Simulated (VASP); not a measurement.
Input of a VASP 6.6.1 run:

INCAR

```
SYSTEM = CuO
  PREC = Accurate
  ENCUT = 600
  EDIFF = 1E-7
  ISMEAR = -1
  SIGMA = 0.05
  LREAL = .FALSE.
  LASPH = .TRUE.
  NELM = 80
  ALGO = Normal
  ISIF = 3
  LWAVE = .FALSE.
  LCHARG = .FALSE.
  GGA = RP
  IBRION = 2
  NSW = 60
  EDIFFG = -0.01
```

File KPOINTS:

```
Automatic mesh
0
G
  10 10 5
  0 0 0
```

Contents of POSCAR:

```
CuO
1.0
    2.3418500000     -1.7113000000      0.0000000000
    2.3418500000      1.7113000000      0.0000000000
   -0.8500274268      0.0000000000      5.0578693947
Cu O
2 2
Direct
    0.5000000000      0.0000000000      0.5000000000
    0.0000000000      0.5000000000      0.0000000000
    0.4184000000      0.5816000000      0.7500000000
    0.5816000000      0.4184000000      0.2500000000
```

Potentials or basis: VASP PAW PBE potentials, release 64 (Cu, O).

Run with:

```sh
$ cat potpaw_PBE.64/Cu/POTCAR potpaw_PBE.64/O/POTCAR > POTCAR
$ mpirun -np 1 vasp_std > vasp.out
```

(1) Estimate the space group after relaxing (to 0.1 Å).

(2) What does it give for the band gap on the k mesh?

(3) What does it give for the relaxed cell?

(4) What does it give for the relaxed volume?

## Answers

(1) Cccm (No. 66).

(2) zero (bands 17 and 18 overlap by 0.84 eV).

(3) a = 2.987 Å, b = 2.987 Å, c = 5.213 Å, α = 90.49°, β = 90.49°, γ = 86.32°.

(4) 11.60 Å³/atom.

Caveat: the PAW data sets were made with another functional, which shifts forces and pressure a little; semilocal functionals often make such compounds metallic where correlation or magnetic order opens a gap, which also shifts bond lengths.
